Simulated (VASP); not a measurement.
# SiNi3 (Pm-3m) in VASP: settings compared, part 2 of 2

VASP 6.6.1. The steps go on from the part before.

## Step 4: Single point, PBE, collinear spin, ferromagnetic start

This run uses another cell than the first one, of 11.11 Å³/atom, 1.063 times its volume.

The input, INCAR:

```
ALGO     = Normal         # electronic algorithm
EDIFF    = 1E-7           # SCF threshold, eV
ENCUT    = 520            # plane-wave cutoff, eV
GGA      = PE             # functional
ISIF     = 2              # what is computed and relaxed
ISMEAR   = 0              # smearing method
ISPIN    = 2              # spin polarisation
LASPH    = T              # aspherical terms in the spheres
LCHARG   = T              # write CHGCAR
LELF     = T              # ELF
LMAXMIX  = 4              # l up to which the mixer works
LORBIT   = 11             # projections on sites
LREAL    = F              # projectors in reciprocal space
LVHAR    = T            
LWAVE    = F              # write WAVECAR
MAGMOM   = 1 1 1 0        # initial moments
NBANDS   = 29             # bands
NELM     = 150            # most SCF steps
PREC     = Accurate       # precision mode
SIGMA    = 0.020999999999999998 # smearing width, eV
```

The input, KPOINTS:

```
k-points
0
Gamma
  8 8 8
```

The input, POSCAR:

```
SiNi3
1.0
    3.5420000000      0.0000000000      0.0000000000
    0.0000000000      3.5420000000      0.0000000000
    0.0000000000      0.0000000000      3.5420000000
Ni Si
3 1
Direct
    0.5000000000      0.5000000000      0.0000000000
    0.5000000000      0.0000000000      0.5000000000
    0.0000000000      0.5000000000      0.5000000000
    0.0000000000      0.0000000000      0.0000000000
```

Run with:

```bash
$ cat potpaw_PBE.64/Ni/POTCAR potpaw_PBE.64/Si/POTCAR > POTCAR
$ mpirun -np 1 vasp_std > vasp.out
```

Wall time 85 s (1 thread of Intel Xeon 6975P-C, shared host); peak memory 0.21 GiB.

Results (log left out):

```
Free energy                                           : -23.6538 eV
Pressure                                              : -6.0 GPa
Band gap on the k mesh                                : zero (filled and empty bands overlap)
Net moment                                            : 0.00 μB per cell
Valence electrons inside the program's atomic spheres : Ni 9.40; Si 1.53
```

Levels at points of the mesh, in eV from the Fermi level:
Spin up:
| k point | band 13 | band 14 | band 15 | band 16 | band 17 | band 18 | band 19 | band 20 | band 21 | band 22 |
| --- | --- | --- | --- | --- | --- | --- | --- | --- | --- | --- |
| (0.00, 0.00, 0.00) | -0.86 | -0.60 | -0.60 | -0.30 | 0.02 | 0.02 | 0.02 | 4.53 | 6.17 | 6.17 |
| (0.50, 0.00, 0.00) | -1.26 | -1.24 | -1.10 | -0.54 | 0.02 | 3.47 | 3.47 | 4.96 | 5.19 | 5.19 |
| (0.50, 0.50, 0.00) | -1.38 | -1.37 | -1.07 | -0.98 | -0.91 | 0.61 | 0.61 | 5.39 | 6.17 | 7.55 |
| (0.50, 0.50, 0.50) | -1.38 | -1.20 | -1.20 | -0.34 | -0.21 | -0.21 | -0.21 | 1.06 | 3.88 | 3.88 |
Spin down:
```csv
k point,band 15,band 16,band 17,band 18,band 19,band 20
"(0.00, 0.00, 0.00)",-0.60,-0.30,0.02,0.02,0.02,4.53
"(0.50, 0.00, 0.00)",-1.10,-0.54,0.02,3.47,3.47,4.96
"(0.50, 0.50, 0.00)",-1.07,-0.98,-0.91,0.61,0.61,5.39
"(0.50, 0.50, 0.50)",-1.20,-0.34,-0.21,-0.21,-0.21,1.06
```

## Step 5: Single point, PBE, collinear spin, ferromagnetic start

This run uses another cell than the first one, of 11.11 Å³/atom, 1.063 times its volume.

The input, INCAR:

```
SYSTEM = SiNi3
PREC = Accurate ; ENCUT = 520
EDIFF = 1E-6 ; ISMEAR = 0
SIGMA = 0.023 ; LREAL = .FALSE.
LASPH = .TRUE. ; NELM = 150
ALGO = Normal ; ISIF = 2
LWAVE = .FALSE. ; LCHARG = .TRUE.
ISPIN = 2 ; MAGMOM = 1 1 1 0
LORBIT = 11 ; LMAXMIX = 4
GGA = PE ; LELF = .TRUE.
LVHAR = .TRUE. ; NBANDS = 29
```

The input, KPOINTS:

```
Automatic mesh
0
G
  8 8 8
  0 0 0
```

POSCAR is that of step 4.

Potentials or basis: VASP PAW PBE potentials, release 64 (Ni, Si).

Run with:

```bash
$ cat potpaw_PBE.64/Ni/POTCAR potpaw_PBE.64/Si/POTCAR > POTCAR
$ mpirun -np 1 vasp_std > vasp.out
```

OUTCAR:

```text
SYSTEM = SiNi3
   PREC = Accurate
   ENCUT = 520
   EDIFF = 1E-6
   ISMEAR = 0
   LREAL = .FALSE.
   LASPH = .TRUE.
   NELM = 150
   ISIF = 2
   ISPIN = 2
   LORBIT = 11
   GGA = PE

 ion  position               nearest neighbor table
   1  0.500  0.500  0.000-   2 2.50   3 2.50   4 2.50   2 2.50   3 2.50   2 2.50   4 2.50   2 2.50
                             3 2.50   4 2.50   3 2.50   4 2.50
   2  0.500  0.000  0.500-   1 2.50   3 2.50   4 2.50   1 2.50   4 2.50   1 2.50   3 2.50   1 2.50
                             3 2.50   4 2.50   4 2.50   3 2.50
   3  0.000  0.500  0.500-   1 2.50   2 2.50   4 2.50   1 2.50   4 2.50   2 2.50   4 2.50   4 2.50
                             1 2.50   2 2.50   1 2.50   2 2.50
   4  0.000  0.000  0.000-   1 2.50   2 2.50   3 2.50   2 2.50   3 2.50   1 2.50   3 2.50   3 2.50
                             1 2.50   2 2.50   2 2.50   1 2.50

  LATTYP: Found a simple cubic cell.
 ALAT       =     3.5420000000

  Lattice vectors:

 A1 = (   3.5420000000,   0.0000000000,   0.0000000000)
 A2 = (   0.0000000000,   3.5420000000,   0.0000000000)
 A3 = (   0.0000000000,   0.0000000000,   3.5420000000)

Analysis of symmetry for initial positions (statically):
=====================================================================
 Subroutine PRICEL returns:
 Original cell was already a primitive cell.

 Routine SETGRP: Setting up the symmetry group for a
 simple cubic supercell.

 Subroutine GETGRP returns: Found 48 space group operations
 (whereof 48 operations were pure point group operations)
 out of a pool of 48 trial point group operations.

The static configuration has the point symmetry O_h .

Analysis of symmetry for dynamics (positions and initial velocities):
=====================================================================
 Subroutine PRICEL returns:
 Original cell was already a primitive cell.

 Routine SETGRP: Setting up the symmetry group for a
 simple cubic supercell.

 Subroutine GETGRP returns: Found 48 space group operations
 (whereof 48 operations were pure point group operations)
 out of a pool of 48 trial point group operations.

The dynamic configuration has the point symmetry O_h .

Analysis of structural, dynamic, and magnetic symmetry:
=====================================================================
 Subroutine PRICEL returns:
 Original cell was already a primitive cell.

 Routine SETGRP: Setting up the symmetry group for a
 simple cubic supercell.

 Subroutine GETGRP returns: Found 48 space group operations
 (whereof 48 operations were pure point group operations)
 out of a pool of 48 trial point group operations.

The overall configuration has the point symmetry O_h .

 Subroutine INISYM returns: Found 48 space group operations
 (whereof 48 operations are pure point group operations),
 and found     1 'primitive' translations

----------------------------------------------------------------------------------------

                                     Primitive cell

  volume of cell :      44.4371

  direct lattice vectors                    reciprocal lattice vectors
     3.542000000  0.000000000  0.000000000     0.282326369  0.000000000  0.000000000
     0.000000000  3.542000000  0.000000000     0.000000000  0.282326369  0.000000000
     0.000000000  0.000000000  3.542000000     0.000000000  0.000000000  0.282326369

  length of vectors
     3.542000000  3.542000000  3.542000000     0.282326369  0.282326369  0.282326369

  position of ions in fractional coordinates (direct lattice)
     0.500000000  0.500000000  0.000000000
     0.500000000  0.000000000  0.500000000
     0.000000000  0.500000000  0.500000000
[... 81 lines left out ...]
   LREAL  =      F    real-space projection
   EDIFFG = 0.1E-04   stopping-criterion for IOM
   NSW    =      0    number of steps for IOM
   IBRION =     -1    ionic relax: 0-MD 1-quasi-New 2-CG
   NFREE  =      0    steps in history (QN), initial steepest desc. (CG)
   ISIF   =      2    stress and relaxation
   ISYM   =      2    0-nonsym 1-usesym 2-fastsym
   POTIM  = 0.5000    time-step for ionic-motion
   TEBEG  =    0.0;   TEEND  =   0.0 temperature during run
   PSTRESS=    0.0 pullay stress
   NELECT =      34.0000    total number of electrons
   NUPDOWN=      -1.0000    fix difference up-down
   EMIN   =  10.00;   EMAX   =-10.00  energy-range for DOS
   EFERMI =   0.00;   METHOD = LEGACY
   ISMEAR =     0;   SIGMA  =   0.02  broadening in eV -4-tet -1-fermi 0-gaus
   EFERMI_NEDOS =   21; number of points for ismear=-14 and -15
   IALGO  =     38    algorithm
   IMIX   =      4    mixing-type and parameters
     AMIX     =   0.40;   BMIX     =  1.00
     AMIX_MAG =   1.60;   BMIX_MAG =  1.00
  volume/ion in A,a.u.               =      11.11        74.97
  Fermi-wavevector in a.u.,A,eV,Ry     =   1.497336  2.829555 30.504465  2.242015
  Thomas-Fermi vector in A             =   2.609237
   LORBIT       =     11    0 simple, 1 ext, 2 COOP (PROOUT), +10 PAW based schemes
   GGA     = PE    functional components
   LHFCALC =     F    Hartree Fock is set to
   AEXX    =    0.0000 exact exchange contribution
   IVDW    =     0    specifies the selected vdW correction
   LEPSILON=     F    determine dielectric tensor
   LRPA    =     F    only Hartree local field effects (RPA)
 spin polarized calculation
 Gauss-broadening in eV      SIGMA  =   0.02
  energy-cutoff  :      520.00
  volume of cell :       44.44
 maximum number of plane-waves:      1222
 NGX is ok and might be reduce to    28
   NGX = 13   NGY = 13   NGZ = 13

 number of electron      33.9999988 magnetization      -0.0115246

 number of electron      33.9999988 magnetization       0.0009705

 Free energy of the ion-electron system (eV)
  ---------------------------------------------------
  ext. energy  EPLUGINS =         0.00000000
  ---------------------------------------------------
  free energy    TOTEN  =       -23.65381848 eV

  energy without entropy =      -23.65318596  energy(sigma->0) =      -23.65350222

 E-fermi :  10.2147     XC(G=0): -12.9306

 val. band max:       10.1485247499   @ k =   0.1250   0.1250   0.0000
 cond. band min:      10.2173809839   @ k =   0.5000   0.3750   0.3750
 fundamental gap:      0.0688562339
 Fermi energy:        10.2146643094

 spin component 1

 k-point     1 :       0.0000    0.0000    0.0000
  band No.  band energies     occupation
      1      -1.4831      1.00000
      2       5.5274      1.00000
      3       6.3352      1.00000
      4       6.3352      1.00000
      5       6.8338      1.00000
      6       6.8338      1.00000
[... 757 lines left out ...]
     28      24.8327      0.00000
     29      26.9398      0.00000

 [... further k-points ...]

 spin component 2

 k-point     1 :       0.0000    0.0000    0.0000
  band No.  band energies     occupation
      1      -1.4832      1.00000
      2       5.5275      1.00000
      3       6.3354      1.00000
      4       6.3354      1.00000
      5       6.8342      1.00000
      6       6.8342      1.00000
[... 757 lines left out ...]
     28      24.8327      0.00000
     29      26.9405      0.00000

 [... further k-points ...]
[... 5 lines left out ...]
  --------------------------------------------------------------------------------------
  -------------------------------------------------------------------------------------
  Total       -1.6529845     -1.6529845     -1.6529845     -0.0000000      0.0000000      0.0000000
  in kB      -59.5982769    -59.5982769    -59.5982769     -0.0000000      0.0000000      0.0000000
  external PRESSURE =     -59.5982769 kB  Pullay stress =       0.0000000 kB

 VOLUME and BASIS-vectors are now :
 -----------------------------------------------------------------------------
  energy-cutoff  :      520.00
  volume of cell :       44.44
      direct lattice vectors                 reciprocal lattice vectors
     3.542000000  0.000000000  0.000000000     0.282326369  0.000000000  0.000000000
     0.000000000  3.542000000  0.000000000     0.000000000  0.282326369  0.000000000
     0.000000000  0.000000000  3.542000000     0.000000000  0.000000000  0.282326369

 POSITION                                       TOTAL-FORCE (eV/Angst)
 -----------------------------------------------------------------------------------
      1.77100      1.77100      0.00000         0.000000      0.000000      0.000000
      1.77100      0.00000      1.77100         0.000000      0.000000      0.000000
      0.00000      1.77100      1.77100         0.000000      0.000000      0.000000
      0.00000      0.00000      0.00000         0.000000      0.000000      0.000000
 -----------------------------------------------------------------------------------
    total drift:                                0.000000      0.000000      0.000000

  FREE ENERGIE OF THE ION-ELECTRON SYSTEM (eV)
  ---------------------------------------------------
  free  energy   TOTEN  =       -23.6538184779 eV

  energy  without entropy=      -23.6531859627  energy(sigma->0) =      -23.65350222

 total charge

# of ion       s       p       d       tot
------------------------------------------
    1        0.471   0.538   8.395   9.404
    2        0.471   0.538   8.395   9.404
    3        0.471   0.538   8.395   9.404
    4        0.730   0.804   0.000   1.534
--------------------------------------------------
tot          2.143   2.419  25.186  29.747

 magnetization (x)

# of ion       s       p       d       tot
------------------------------------------
    1       -0.000  -0.000   0.000   0.000
    2       -0.000  -0.000   0.000   0.000
    3       -0.000  -0.000   0.000   0.000
    4       -0.000  -0.000   0.000  -0.000
--------------------------------------------------
tot         -0.000  -0.000   0.001   0.001
```

Wall time 80 s (1 thread of Intel Xeon 6975P-C, shared host); peak memory 0.21 GiB.

Results:

| Quantity | Value |
| --- | --- |
| Free energy | -23.6538 eV |
| Pressure | -6.0 GPa |
| Band gap on the k mesh | zero (filled and empty bands overlap) |
| Net moment | 0.00 μB per cell |
| Valence electrons inside the program's atomic spheres | Ni 9.40; Si 1.53 |

Levels at points of the mesh, in eV from the Fermi level:
Spin up:
```
           k point  band 14  band 15  band 16  band 17  band 18  band 19  band 20  band 21
(0.00, 0.00, 0.00)    -0.60    -0.60    -0.30     0.02     0.02     0.02     4.53     6.18
(0.50, 0.00, 0.00)    -1.24    -1.10    -0.54     0.02     3.47     3.47     4.96     5.19
(0.50, 0.50, 0.00)    -1.37    -1.07    -0.98    -0.91     0.61     0.61     5.39     6.17
(0.50, 0.50, 0.50)    -1.20    -1.20    -0.34    -0.21    -0.21    -0.21     1.07     3.88
```
Spin down:
| k point | band 13 | band 14 | band 15 | band 16 | band 17 | band 18 | band 19 | band 20 | band 21 | band 22 |
| --- | --- | --- | --- | --- | --- | --- | --- | --- | --- | --- |
| (0.00, 0.00, 0.00) | -0.86 | -0.60 | -0.60 | -0.30 | 0.02 | 0.02 | 0.02 | 4.53 | 6.18 | 6.18 |
| (0.50, 0.00, 0.00) | -1.26 | -1.24 | -1.10 | -0.54 | 0.02 | 3.47 | 3.47 | 4.96 | 5.19 | 5.19 |
| (0.50, 0.50, 0.00) | -1.38 | -1.37 | -1.07 | -0.98 | -0.91 | 0.61 | 0.61 | 5.39 | 6.17 | 7.55 |
| (0.50, 0.50, 0.50) | -1.38 | -1.19 | -1.19 | -0.34 | -0.21 | -0.21 | -0.21 | 1.07 | 3.88 | 3.88 |

## Step 6: Single point, PBE, collinear spin, ferromagnetic start

This run uses another cell than the first one, of 11.11 Å³/atom, 1.063 times its volume.

The input, INCAR:

```
PREC     = Accurate       # precision mode
ENCUT    = 520            # plane-wave cutoff, eV
EDIFF    = 1E-7           # SCF threshold, eV
ISMEAR   = 0              # smearing method
SIGMA    = 0.024          # smearing width, eV
LREAL    = F              # projectors in reciprocal space
LASPH    = T              # aspherical terms in the spheres
NELM     = 150            # most SCF steps
ALGO     = Normal         # electronic algorithm
ISIF     = 2              # what is computed and relaxed
LWAVE    = F              # write WAVECAR
LCHARG   = F              # write CHGCAR
ISPIN    = 2              # spin polarisation
MAGMOM   = 1 1 1 0        # initial moments
LORBIT   = 11             # projections on sites
LMAXMIX  = 4              # l up to which the mixer works
GGA      = PE             # functional
NBANDS   = 29             # bands
```

The input, KPOINTS:

```
Automatic mesh
0
Gamma
  8 8 8
```

POSCAR is that of step 5.

Potentials or basis: VASP PAW PBE potentials, release 64 (Ni, Si).

Run with:

```bash
$ cat potpaw_PBE.64/Ni/POTCAR potpaw_PBE.64/Si/POTCAR > POTCAR
$ mpirun -np 1 vasp_std > vasp.out
```

Wall time 77 s (1 thread of Intel Xeon 6975P-C, shared host); peak memory 0.21 GiB.

The run converged. Its results:

```yaml
Free_energy: -23.6538 eV
Pressure: -6.0 GPa
Band_gap_on_the_k_mesh: zero (filled and empty bands overlap)
Net_moment: 0.00 μB per cell
Valence_electrons_inside_the_program's_atomic_spheres: Ni 9.40; Si 1.53
```

Levels at points of the mesh, in eV from the Fermi level:
Spin up:
```csv
k point,band 14,band 15,band 16,band 17,band 18,band 19,band 20,band 21
"(0.00, 0.00, 0.00)",-0.60,-0.60,-0.30,0.02,0.02,0.02,4.53,6.18
"(0.50, 0.00, 0.00)",-1.24,-1.10,-0.54,0.02,3.47,3.47,4.96,5.19
"(0.50, 0.50, 0.00)",-1.36,-1.07,-0.98,-0.91,0.61,0.61,5.39,6.17
"(0.50, 0.50, 0.50)",-1.19,-1.19,-0.34,-0.21,-0.21,-0.21,1.07,3.88
```
Spin down:
| k point | band 15 | band 16 | band 17 | band 18 | band 19 | band 20 |
| --- | --- | --- | --- | --- | --- | --- |
| (0.00, 0.00, 0.00) | -0.60 | -0.30 | 0.02 | 0.02 | 0.02 | 4.53 |
| (0.50, 0.00, 0.00) | -1.10 | -0.54 | 0.02 | 3.47 | 3.47 | 4.96 |
| (0.50, 0.50, 0.00) | -1.07 | -0.98 | -0.91 | 0.61 | 0.61 | 5.39 |
| (0.50, 0.50, 0.50) | -1.19 | -0.34 | -0.21 | -0.21 | -0.21 | 1.07 |

## Step 7: Summary

```csv
level,cell,smearing,gap on the mesh (eV),pressure (GPa),moment (μB)
PBE+D4,"a = 3.470 Å, 4 atoms",fermi-dirac 0.05 eV,none,0.0,0.00
PBE,"a = 3.542 Å, 4 atoms",gaussian 0.027 eV,none,-6.0,0.00
PBE,"a = 3.542 Å, 4 atoms",gaussian 0.021 eV,none,-6.0,0.00
PBE,"a = 3.542 Å, 4 atoms",gaussian 0.023 eV,none,-6.0,0.00
PBE,"a = 3.542 Å, 4 atoms",gaussian 0.024 eV,none,-6.0,0.00
```

Alike in all rows: task single point; potentials or basis VASP PAW PBE potentials, release 64 (Ni, Si); spin collinear, ferromagnetic start; k mesh 8 × 8 × 8; cutoff (eV) 520.

Caveats: pairwise dispersion overbinds metals, which lowers pressure and volume (some runs).

Absolute energies hang on the potentials; compare differences alone.
